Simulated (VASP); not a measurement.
Wanted: the native input for a VASP 6.6.1 run.

- Task: single point
- Functional: PBE
- Potentials or basis: VASP PAW PBE potentials, release 64 (Te, Mo_sv, S)
- Cutoff: 520 eV
- k mesh: 12 × 12 × 4
- Occupations: gaussian, width 0.1 eV
- Spin: no spin polarisation
- Dipole correction: no
- Further INCAR settings: ALGO = Normal; EDIFF = 1e-06; NBANDS = 31

The structure of TeMoS4 lies in POSCAR:

```
TeMoS4
1.0
    4.4269366163      0.0000000000      0.0000000000
   -2.2134683081      3.8338395707      0.0000000000
    0.0000000000      0.0000000000      9.5469015870
Te Mo S
1 1 4
Direct
    0.0000000000      0.0000000000      0.5000000000
    0.0000000000      0.0000000000      0.0000000000
    0.0000000000      0.0000000000      0.2425108828
    0.0000000000      0.0000000000      0.7574891172
    0.3333333333      0.6666666667      0.0000000000
    0.6666666667      0.3333333333      0.0000000000
```

One way to write it, as run:

INCAR

```
PREC     = Accurate       # precision mode
ENCUT    = 520            # plane-wave cutoff, eV
EDIFF    = 1E-6           # SCF threshold, eV
ISMEAR   = 0              # smearing method
SIGMA    = 0.1            # smearing width, eV
LREAL    = F              # projectors in reciprocal space
LASPH    = T              # aspherical terms in the spheres
NELM     = 60             # most SCF steps
ALGO     = Normal         # electronic algorithm
ISIF     = 2              # what is computed and relaxed
LWAVE    = F              # write WAVECAR
LCHARG   = T              # write CHGCAR
GGA      = PE             # functional
LELF     = T              # ELF
LVHAR    = T            
NBANDS   = 31             # bands
```

KPOINTS

```
regular mesh
0
Gamma
  12 12 4
```

Potentials or basis: VASP PAW PBE potentials, release 64 (Te, Mo_sv, S).

Launch:

```console
$ cat potpaw_PBE.64/Te/POTCAR potpaw_PBE.64/Mo_sv/POTCAR potpaw_PBE.64/S/POTCAR > POTCAR
$ mpirun -np 1 vasp_std > vasp.out
```

It gave:

```json
{
 "Pressure": "-0.1 GPa",
 "Band gap on the k mesh": "zero (band 22 reaches 4.08 eV, above the bottom of band 23 at 3.18 eV)"
}
```

Caveat: spin-orbit coupling is left out, which moves the levels of the heavy elements.

Run time: 2.1 min on 1 thread of Intel(R) Xeon(R) 6975P-C (Granite Rapids) (shared host), peak memory 0.46 GiB.
